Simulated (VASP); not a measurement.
A run of VASP 6.6.1:

Contents of INCAR:

```
SYSTEM = Sn
  PREC = Accurate
  ENCUT = 520
  EDIFF = 1E-7
  ISMEAR = 0
  SIGMA = 0.1
  LREAL = .FALSE.
  LASPH = .TRUE.
  NELM = 60
  ALGO = Normal
  ISIF = 2
  LWAVE = .FALSE.
  LCHARG = .FALSE.
  GGA = PS
  NBANDS = 21
```

KPOINTS

```
regular mesh
0
G
  12 12 12
  0 0 0
```

POSCAR

```
Sn
1.0
    0.0000000000      3.2703519193      3.2703519193
    3.2703519193      0.0000000000      3.2703519193
    3.2703519193      3.2703519193      0.0000000000
Sn
2
Direct
    0.0000000000      0.0000000000      0.0000000000
    0.2500000000      0.2500000000      0.2500000000
```

Potentials or basis: VASP PAW PBE potentials, release 64 (Sn_d).

Command:

```sh
$ cat potpaw_PBE.64/Sn_d/POTCAR > POTCAR
$ mpirun -np 1 vasp_std > vasp.out
```

Hardware: 1 thread of Intel(R) Xeon(R) Platinum 8375C CPU @ 2.90GHz (Ice Lake) (shared host).

**Question.** Estimate the wall time of this run.

**Answer.** Run time: 59 s on 1 thread of Intel(R) Xeon(R) Platinum 8375C CPU @ 2.90GHz (Ice Lake), on a shared host, peak memory 0.25 GiB. Counts: scf iterations 12, k points 72.
